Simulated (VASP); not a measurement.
# ScAl3 (Pm-3m) in VASP: further runs

The runs below take ScAl3 through single point, with PBE, r2SCAN.

All numbers are computed with VASP 6.6.1; they aren't measurements. Logs are shortened: lines on timing, memory, paths and dates and some standing lists are left out, and cuts for length are marked.

## (1) The cell of the first run

Symmetry: Pm-3m, No. 221, cubic system. The conventional cell has a = 4.088 Å, b = 4.088 Å, c = 4.088 Å, α = 90.00°, β = 90.00°, γ = 90.00°. Within 3.8 Å of Sc (site symmetry m-3m) lie 12 Al at 2.89 Å. Al (site symmetry 4/mmm) has 4 Sc at 2.89 Å and 8 Al at 2.89 Å within 3.8 Å.

## (2) Single point, PBE

INCAR reads:

```
PREC = Accurate ; ENCUT = 520
EDIFF = 1E-6 ; ISMEAR = 0
SIGMA = 0.022 ; LREAL = False
LASPH = True ; NELM = 100
ALGO = Normal ; ISIF = 2
LWAVE = False ; LCHARG = False
GGA = PE ; NBANDS = 18
```

KPOINTS reads:

```
Automatic mesh
0
Gamma
  7 7 7
```

POSCAR reads:

```
ScAl3
1.0
    4.0878065700      0.0000000000      0.0000000000
    0.0000000000      4.0878065700      0.0000000000
    0.0000000000      0.0000000000      4.0878065700
Sc Al
1 3
Direct
    0.0000000000      0.0000000000      0.0000000000
    0.5000000000      0.5000000000      0.0000000000
    0.0000000000      0.5000000000      0.5000000000
    0.5000000000      0.0000000000      0.5000000000
```

Potentials or basis: VASP PAW PBE potentials, release 64 (Sc_sv, Al).

The run is started by

```sh
cat potpaw_PBE.64/Sc_sv/POTCAR potpaw_PBE.64/Al/POTCAR > POTCAR
mpirun -np 1 vasp_std > vasp.out
```

OUTCAR:

```text
PREC = Accurate
   ENCUT = 520
   EDIFF = 1E-6
   ISMEAR = 0
   LREAL = False
   LASPH = True
   NELM = 100
   ISIF = 2
   GGA = PE

 ion  position               nearest neighbor table
   1  0.000  0.000  0.000-   2 2.89   3 2.89   4 2.89   3 2.89   4 2.89   2 2.89   3 2.89   3 2.89
                             2 2.89   4 2.89   4 2.89   2 2.89
   2  0.500  0.500  0.000-   1 2.89   3 2.89   4 2.89   3 2.89   4 2.89   1 2.89   4 2.89   4 2.89
                             1 2.89   3 2.89   3 2.89   1 2.89
   3  0.000  0.500  0.500-   1 2.89   2 2.89   4 2.89   1 2.89   2 2.89   1 2.89   4 2.89   1 2.89
                             2 2.89   4 2.89   2 2.89   4 2.89
   4  0.500  0.000  0.500-   1 2.89   2 2.89   3 2.89   1 2.89   2 2.89   2 2.89   3 2.89   2 2.89
                             1 2.89   3 2.89   1 2.89   3 2.89

  LATTYP: Found a simple cubic cell.
 ALAT       =     4.0878065700

  Lattice vectors:

 A1 = (   4.0878065700,   0.0000000000,   0.0000000000)
 A2 = (   0.0000000000,   4.0878065700,   0.0000000000)
 A3 = (   0.0000000000,   0.0000000000,   4.0878065700)

Analysis of symmetry for initial positions (statically):
=====================================================================
 Subroutine PRICEL returns:
 Original cell was already a primitive cell.

 Routine SETGRP: Setting up the symmetry group for a
 simple cubic supercell.

 Subroutine GETGRP returns: Found 48 space group operations
 (whereof 48 operations were pure point group operations)
 out of a pool of 48 trial point group operations.

The static configuration has the point symmetry O_h .

Analysis of symmetry for dynamics (positions and initial velocities):
=====================================================================
 Subroutine PRICEL returns:
 Original cell was already a primitive cell.

 Routine SETGRP: Setting up the symmetry group for a
 simple cubic supercell.

 Subroutine GETGRP returns: Found 48 space group operations
 (whereof 48 operations were pure point group operations)
 out of a pool of 48 trial point group operations.

The dynamic configuration has the point symmetry O_h .

 Subroutine INISYM returns: Found 48 space group operations
 (whereof 48 operations are pure point group operations),
 and found     1 'primitive' translations

----------------------------------------------------------------------------------------

                                     Primitive cell

  volume of cell :      68.3079

  direct lattice vectors                    reciprocal lattice vectors
     4.087806570  0.000000000  0.000000000     0.244629970  0.000000000  0.000000000
     0.000000000  4.087806570  0.000000000     0.000000000  0.244629970  0.000000000
     0.000000000  0.000000000  4.087806570     0.000000000  0.000000000  0.244629970

  length of vectors
     4.087806570  4.087806570  4.087806570     0.244629970  0.244629970  0.244629970

  position of ions in fractional coordinates (direct lattice)
     0.000000000  0.000000000  0.000000000
     0.500000000  0.500000000  0.000000000
     0.000000000  0.500000000  0.500000000
     0.500000000  0.000000000  0.500000000

  ion indices of the primitive-cell ions
   primitive index   ion index
                 1           1
                 2           2
                 3           3
                 4           4

----------------------------------------------------------------------------------------

 KPOINTS: Automatic mesh

Automatic generation of k-mesh.
 Grid dimensions read from file:
 generate k-points for:    7    7    7

 Generating k-lattice:

  Cartesian coordinates                     Fractional coordinates (reciprocal lattice)
     0.034947139  0.000000000  0.000000000     0.142857143  0.000000000  0.000000000
     0.000000000  0.034947139  0.000000000     0.000000000  0.142857143  0.000000000
     0.000000000  0.000000000  0.034947139     0.000000000  0.000000000  0.142857143

  Length of vectors
     0.034947139  0.034947139  0.034947139

  Shift w.r.t. Gamma in fractional coordinates (k-lattice)
     0.000000000  0.000000000  0.000000000

 Subroutine IBZKPT returns following result:
 ===========================================

 Found     20 irreducible k-points:

 Following reciprocal coordinates:
            Coordinates               Weight
  0.000000  0.000000  0.000000      1.000000
  0.142857  0.000000  0.000000      6.000000
  0.285714  0.000000  0.000000      6.000000
  0.428571  0.000000  0.000000      6.000000
  0.142857  0.142857  0.000000     12.000000
  0.285714  0.142857  0.000000     24.000000
[... 12 lines left out ...]
  0.428571  0.428571  0.285714     24.000000
  0.428571  0.428571  0.428571      8.000000
   k-points           NKPTS =     20   k-points in BZ     NKDIM =     20   number of bands    NBANDS=     18
   number of dos      NEDOS =    301   number of ions     NIONS =      4
   total plane-waves  NPLWV =  27000
   dimension x,y,z NGX =    30 NGY =   30 NGZ =   30
   dimension x,y,z NGXF=    60 NGYF=   60 NGZF=   60
   ions per type =               1   3
   NGX,Y,Z   is equivalent  to a cutoff of  12.20, 12.20, 12.20 a.u.
   NGXF,Y,Z  is equivalent  to a cutoff of  24.40, 24.40, 24.40 a.u.
 SYSTEM =  unknown system
   PREC   = accura    normal or accurate (medium, high low for compatibility)
   ISTART =      0    job   : 0-new  1-cont  2-samecut
   ICHARG =      2    charge: 1-file 2-atom 10-const
   ISPIN  =      1    spin polarized calculation?
   LNONCOLLINEAR =      F non collinear calculations
   LSORBIT =      F    spin-orbit coupling
   LASPH  =      T    aspherical Exc in radial PAW
   ENCUT  =  520.0 eV  38.22 Ry    6.18 a.u.   7.60  7.60  7.60*2*pi/ulx,y,z
   NELM   =    100;   NELMIN=  2; NELMDL= -5     # of ELM steps
   EDIFF  = 0.1E-05   stopping-criterion for ELM
   LREAL  =      F    real-space projection
   EDIFFG = 0.1E-04   stopping-criterion for IOM
   NSW    =      0    number of steps for IOM
   IBRION =     -1    ionic relax: 0-MD 1-quasi-New 2-CG
   NFREE  =      0    steps in history (QN), initial steepest desc. (CG)
   ISIF   =      2    stress and relaxation
   ISYM   =      2    0-nonsym 1-usesym 2-fastsym
   POTIM  = 0.5000    time-step for ionic-motion
   TEBEG  =    0.0;   TEEND  =   0.0 temperature during run
   PSTRESS=    0.0 pullay stress
   NELECT =      20.0000    total number of electrons
   NUPDOWN=      -1.0000    fix difference up-down
   EMIN   =  10.00;   EMAX   =-10.00  energy-range for DOS
   EFERMI =   0.00;   METHOD = LEGACY
   ISMEAR =     0;   SIGMA  =   0.02  broadening in eV -4-tet -1-fermi 0-gaus
   EFERMI_NEDOS =   21; number of points for ismear=-14 and -15
   IALGO  =     38    algorithm
   IMIX   =      4    mixing-type and parameters
     AMIX     =   0.40;   BMIX     =  1.00
     AMIX_MAG =   1.60;   BMIX_MAG =  1.00
  volume/ion in A,a.u.               =      17.08       115.24
  Fermi-wavevector in a.u.,A,eV,Ry     =   1.087079  2.054282 16.078563  1.181741
  Thomas-Fermi vector in A             =   2.223230
   LORBIT       =      0    0 simple, 1 ext, 2 COOP (PROOUT), +10 PAW based schemes
   GGA     = PE    functional components
   LHFCALC =     F    Hartree Fock is set to
   AEXX    =    0.0000 exact exchange contribution
   IVDW    =     0    specifies the selected vdW correction
   LEPSILON=     F    determine dielectric tensor
   LRPA    =     F    only Hartree local field effects (RPA)
 non-spin polarized calculation
 Gauss-broadening in eV      SIGMA  =   0.02
  energy-cutoff  :      520.00
  volume of cell :       68.31
 maximum number of plane-waves:      1850
   NGX = 15   NGY = 15   NGZ = 15

 number of electron      19.9999996 magnetization

 Free energy of the ion-electron system (eV)
  ---------------------------------------------------
  ext. energy  EPLUGINS =         0.00000000
  ---------------------------------------------------
  free energy    TOTEN  =       -19.29436752 eV

  energy without entropy =      -19.29335120  energy(sigma->0) =      -19.29385936

 E-fermi :   7.1199     XC(G=0): -10.4165

 val. band max:        7.1103411246   @ k =   0.4286   0.4286   0.1429
 cond. band min:       7.1999342561   @ k =   0.2857   0.0000   0.0000
 fundamental gap:      0.0895931315
 Fermi energy:         7.1198997348

 k-point     1 :       0.0000    0.0000    0.0000
  band No.  band energies     occupation
      1     -41.7079      2.00000
      2     -20.4110      2.00000
      3     -20.4110      2.00000
      4     -20.4110      2.00000
      5      -2.7561      2.00000
      6       4.6506      2.00000
[... 10 lines left out ...]
     17      12.5714      0.00000
     18      12.5714      0.00000

 k-point     2 :       0.1429    0.0000    0.0000
  band No.  band energies     occupation
      1     -41.7076      2.00000
      2     -20.4172      2.00000
      3     -20.4106      2.00000
      4     -20.4106      2.00000
      5      -2.5683      2.00000
      6       3.3872      2.00000
[... 10 lines left out ...]
     17      12.6497      0.00000
     18      12.6497      0.00000

 k-point     3 :       0.2857    0.0000    0.0000
  band No.  band energies     occupation
      1     -41.7071      2.00000
      2     -20.4308      2.00000
      3     -20.4095      2.00000
      4     -20.4095      2.00000
      5      -2.0177      2.00000
      6       1.7391      2.00000
[... 10 lines left out ...]
     17      12.0370      0.00000
     18      13.2307      0.00000

 k-point     4 :       0.4286    0.0000    0.0000
  band No.  band energies     occupation
      1     -41.7066      2.00000
      2     -20.4418      2.00000
      3     -20.4086      2.00000
      4     -20.4086      2.00000
      5      -1.1775      2.00000
      6       0.3126      2.00000
[... 291 lines left out ...]
      4     -20.4246      2.00000
      5       0.0845      2.00000
      6       1.5990      2.00000
[... 10 lines left out ...]
     17      12.2557      0.00000
     18      13.4422      0.00000

 k-point    19 :       0.4286    0.4286    0.2857
  band No.  band energies     occupation
      1     -41.7048      2.00000
      2     -20.4351      2.00000
      3     -20.4349      2.00000
      4     -20.4238      2.00000
      5       0.7790      2.00000
      6       2.1209      2.00000
[... 10 lines left out ...]
     17      11.4962      0.00000
     18      14.4895      0.00000

 k-point    20 :       0.4286    0.4286    0.4286
  band No.  band energies     occupation
      1     -41.7044      2.00000
      2     -20.4337      2.00000
      3     -20.4335      2.00000
      4     -20.4335      2.00000
      5       1.5021      2.00000
      6       2.4863      2.00000
[... 10 lines left out ...]
     17      11.3531      0.00000
     18      16.6203      0.00000

------------------------ aborting loop because EDIFF is reached ----------------------------------------

  FORCE on cell =-STRESS in cart. coord.  units (eV):
  Direction    XX          YY          ZZ          XY          YZ          ZX
  --------------------------------------------------------------------------------------
  -------------------------------------------------------------------------------------
  Total        0.4779933      0.4779933      0.4779933      0.0000000      0.0000000     -0.0000000
  in kB       11.2114390     11.2114390     11.2114390      0.0000000      0.0000000     -0.0000000
  external PRESSURE =      11.2114390 kB  Pullay stress =       0.0000000 kB

 VOLUME and BASIS-vectors are now :
 -----------------------------------------------------------------------------
  energy-cutoff  :      520.00
  volume of cell :       68.31
      direct lattice vectors                 reciprocal lattice vectors
     4.087806570  0.000000000  0.000000000     0.244629970  0.000000000  0.000000000
     0.000000000  4.087806570  0.000000000     0.000000000  0.244629970  0.000000000
     0.000000000  0.000000000  4.087806570     0.000000000  0.000000000  0.244629970

 POSITION                                       TOTAL-FORCE (eV/Angst)
 -----------------------------------------------------------------------------------
      0.00000      0.00000      0.00000         0.000000      0.000000      0.000000
      2.04390      2.04390      0.00000         0.000000      0.000000      0.000000
      0.00000      2.04390      2.04390         0.000000      0.000000      0.000000
      2.04390      0.00000      2.04390         0.000000      0.000000      0.000000
 -----------------------------------------------------------------------------------
    total drift:                               -0.000000     -0.000000      0.000000

  FREE ENERGIE OF THE ION-ELECTRON SYSTEM (eV)
  ---------------------------------------------------
  free  energy   TOTEN  =       -19.2943675222 eV

  energy  without entropy=      -19.2933512003  energy(sigma->0) =      -19.29385936
```

It used 18 s of CPU time on 1 thread of AMD EPYC 7R13 Processor (Zen 3), on a shared host.

Results:

| Quantity | Value |
| --- | --- |
| Free energy | -19.2944 eV |
| Pressure | 1.1 GPa |
| Band gap on the k mesh | zero (band 10 reaches 8.28 eV, above the bottom of band 11 at 4.60 eV) |

Levels at points of the mesh, in eV from the Fermi level:
```tsv
k point	band 6	band 7	band 8	band 9	band 10	band 11	band 12	band 13	band 14	band 15
(0.00, 0.00, 0.00)	-2.47	-2.47	-1.66	-1.66	-1.66	1.42	1.45	1.45	1.45	4.93
```

## (3) Single point, r2SCAN

POSCAR is that of step 2.

INCAR.step1 reads:

```
SYSTEM = ScAl3
ALGO = Normal ; EDIFF = 1E-4
ENCUT = 520 ; GGA = PE
ISMEAR = -1 ; LASPH = .True.
LCHARG = .False. ; LREAL = .False.
LWAVE = .True. ; NBANDS = 18
NELM = 100 ; PREC = Accurate
SIGMA = 0.05
```

INCAR.step2 reads:

```
SYSTEM = ScAl3
ALGO = Normal ; EDIFF = 1E-7
ENCUT = 520 ; ISIF = 2
ISMEAR = -1 ; ISTART = 1
LASPH = .True. ; LCHARG = .True.
LELF = .True. ; LMIXTAU = .True.
LREAL = .False. ; LVHAR = .True.
LWAVE = .False. ; METAGGA = R2SCAN
NBANDS = 18 ; NELM = 100
PREC = Accurate ; SIGMA = 0.05
```

KPOINTS reads:

```
k-points
0
Gamma
  7 7 7
  0 0 0
```

Potentials or basis: VASP PAW PBE potentials, release 64 (Sc_sv, Al).

The run is started by

```sh
cat potpaw_PBE.64/Sc_sv/POTCAR potpaw_PBE.64/Al/POTCAR > POTCAR
cp INCAR.step1 INCAR
mpirun -np 1 vasp_std > vasp.out
cp INCAR.step2 INCAR
mpirun -np 1 vasp_std > vasp.out
```

It used 66 s of CPU time on 1 thread of AMD EPYC 7R13 Processor (Zen 3) (shared host).

It converged, with:

| Property | Result |
| --- | --- |
| Free energy | -33.5174 eV |
| Pressure | -0.2 GPa |
| Band gap on the k mesh | zero (band 10 reaches 8.29 eV, above the bottom of band 11 at 4.42 eV) |

Levels at points of the mesh, in eV from the Fermi level:
| k point | band 6 | band 7 | band 8 | band 9 | band 10 | band 11 | band 12 | band 13 | band 14 | band 15 |
| --- | --- | --- | --- | --- | --- | --- | --- | --- | --- | --- |
| (0.00, 0.00, 0.00) | -2.62 | -2.62 | -1.91 | -1.91 | -1.91 | 1.43 | 1.51 | 1.51 | 1.51 | 5.38 |

Caveat: the PAW data sets were made with another functional, which shifts forces and pressure a little.
